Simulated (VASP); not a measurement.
## Cu: single point with LDA

Slab: Cu, a slab with vacuum.

```
CELL_PARAMETERS angstrom
2.55619 0.00000 0.00000
0.00000 2.55619 0.00000
0.00000 0.00000 25.84500
ATOMIC_POSITIONS crystal
Cu 0.50000 0.50000 0.29019
Cu 0.00000 0.00000 0.36013
Cu 0.50000 0.50000 0.43006
Cu 0.00000 0.00000 0.49503
Cu 0.50000 0.50000 0.56021
Cu 0.00000 0.00000 0.62574
Cu 0.50000 0.50000 0.68869
```

| Quantity | Value |
| --- | --- |
| Program | VASP 6.6.1 |
| Task | single point |
| Functional | LDA |
| Potentials or basis | VASP PAW LDA potentials, release 64 (Cu) |
| Cutoff | 520 eV |
| k mesh | 10 × 10 × 1 |
| Occupations | fermi-dirac, width 0.05 eV |
| Spin | no spin polarisation |
| Dipole correction | yes |
| Further INCAR settings | ALGO = Normal; EDIFF = 1e-06; NBANDS = 48 |

The largest force is 0.693 eV/Å.

Forces on the atoms (eV/Å):
```
Cu   0.000  0.000  0.693
Cu   0.000  0.000 -0.231
Cu   0.000  0.000 -0.500
Cu   0.000  0.000  0.003
Cu   0.000  0.000  0.003
Cu   0.000  0.000 -0.009
Cu   0.000  0.000  0.041
```

Levels at points of the mesh, in eV from the Fermi level:
| k point | band 37 | band 38 | band 39 | band 40 | band 41 | band 42 |
| --- | --- | --- | --- | --- | --- | --- |
| (0.00, 0.00, 0.00) | -1.53 | -1.48 | -1.48 | -1.47 | -0.78 | 0.66 |
| (0.50, 0.00, 0.00) | -0.63 | -0.49 | -0.38 | -0.29 | -0.12 | 0.01 |
| (0.50, 0.50, 0.00) | 1.63 | 2.94 | 2.94 | 4.43 | 4.43 | 6.29 |

It took 2.9 min on 1 thread of AMD EPYC 9R45 96-Core Processor (Zen 5) (shared host), peak memory 0.25 GiB.
